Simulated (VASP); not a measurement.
Set up this calculation in VASP 6.6.1, as the native input.

```yaml
Task: single point
Functional: PBEsol
Potentials_or_basis: VASP PAW PBE potentials, release 64 (Fe, Co)
Cutoff: 600 eV
k_mesh: 4 × 4 × 6
Occupations: gaussian, width 0.1 eV
Spin: collinear spin, ferromagnetic start
Starting_moments: "[2.6, 2.87, 2.87, 1.99] μB"
Dipole_correction: no
Further_INCAR_settings: ALGO = Normal; EDIFF = 1e-06; NBANDS = 28
```

The structure of Fe3Co lies in POSCAR:

```
Fe3Co
1.0
    4.0235794450      0.0000000000      0.0000000000
    0.0000000000      4.0235794450      0.0000000000
    0.0000000000      0.0000000000      2.8277051700
Fe Co
3 1
Direct
    0.5000000000      0.5000000000      0.0000000000
    0.5000000000      0.0000000000      0.5000000000
    0.0000000000      0.5000000000      0.5000000000
    0.0000000000      0.0000000000      0.0000000000
```

The input as run:

INCAR

```
ALGO = Normal ; EDIFF = 1E-6
ENCUT = 600 ; GGA = PS
GGA_COMPAT = F ; ISIF = 2
ISMEAR = 0 ; ISPIN = 2
LASPH = T ; LCHARG = F
LMAXMIX = 4 ; LORBIT = 11
LREAL = F ; LWAVE = F
MAGMOM = 2.6 2.87 2.87 1.99 ; NBANDS = 28
NELM = 200 ; PREC = Accurate
SIGMA = 0.1
```

KPOINTS

```
k-points
0
Gamma
  4 4 6
```

Potentials or basis: VASP PAW PBE potentials, release 64 (Fe, Co).

The run is started by

```bash
$ cat potpaw_PBE.64/Fe/POTCAR potpaw_PBE.64/Co/POTCAR > POTCAR
$ mpirun -np 1 vasp_std > vasp.out
```

Results of the run:

The pressure is -8.7 GPa. The net moment is 9.05 μB per cell and the site moments are Fe +2.25, +2.54 (each value once); Co +1.72 μB. The valence electrons inside the program's atomic spheres are Fe 7.27, 7.21 (each value once); Co 8.24.

Caveat: the k points lie up to 0.39 Å⁻¹ apart; the PAW data sets were made with another functional, which shifts forces and pressure a little.

Wall time 85 s on 1 thread of Oxide Virtual Turin-like Processor, on a shared host, peak memory 0.18 GiB.
